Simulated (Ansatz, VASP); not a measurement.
# Si7Ni8: VASP beside Ansatz

```xyz
15
Lattice="-6.0912 0.0291 0.0157 -3.0491 3.0814 -4.7773 -3.0180 -3.0722 -4.7910" Properties=species:S:1:pos:R:3 pbc="T T T"
Si   -7.7588   -1.3271   -5.5189
Si   -4.3754   -1.5707   -5.5221
Si   -7.5502    1.4079   -5.5127
Si   -4.6348    1.6390   -5.5203
Si   -5.9586   -0.0534   -4.0034
Si   -5.9763   -0.0920   -8.7935
Si   -9.1728    0.0975   -8.8058
Ni   -4.6156    1.6198   -3.1327
Ni   -7.5451    1.4336   -3.1533
Ni   -4.4090   -1.5799   -3.1638
Ni   -7.7181   -1.3708   -3.1874
Ni   -9.2472    0.1667   -6.4939
Ni   -5.9264   -0.0844   -6.4174
Ni   -5.9716   -0.1021   -1.6268
Ni   -3.1600    0.1509   -1.5507
```

Alike in both runs: functional PBE; k mesh 3 × 3 × 3; occupations gaussian, width 0.1 eV; no spin polarisation.

Ansatz relaxed the structure, and its values are those at the end. VASP's run is a single point on that final structure, the one shown.

```csv
,VASP,Ansatz
version,VASP 6.6.1,Ansatz 0.2.0
potentials or method,"VASP PAW PBE potentials, release 64 (Si, Ni), cutoff 520 eV","scalar-relativistic, plane waves, PAW"
valence electrons in the cell,108,172
```

|  | VASP | Ansatz | Ansatz less VASP |
| --- | --- | --- | --- |
| gap on the k mesh at the Fermi level (eV) | none | none | - |
| pressure (GPa) | 0.1 | 0.1 | -0.06 |
| rms of the force components (eV/Å) | 0.007 | 0.004 | -0.0032 |

A gap of «none» marks a metal or a gap that the smearing closes. The functional is the same, so the differences come from potentials, cutoffs and numerics. VASP's potentials hold 108 valence electrons a cell and Ansatz's 172, so a difference there can come from the potentials and not from the codes.

The k mesh is coarse, so the values compare programs but aren't converged.
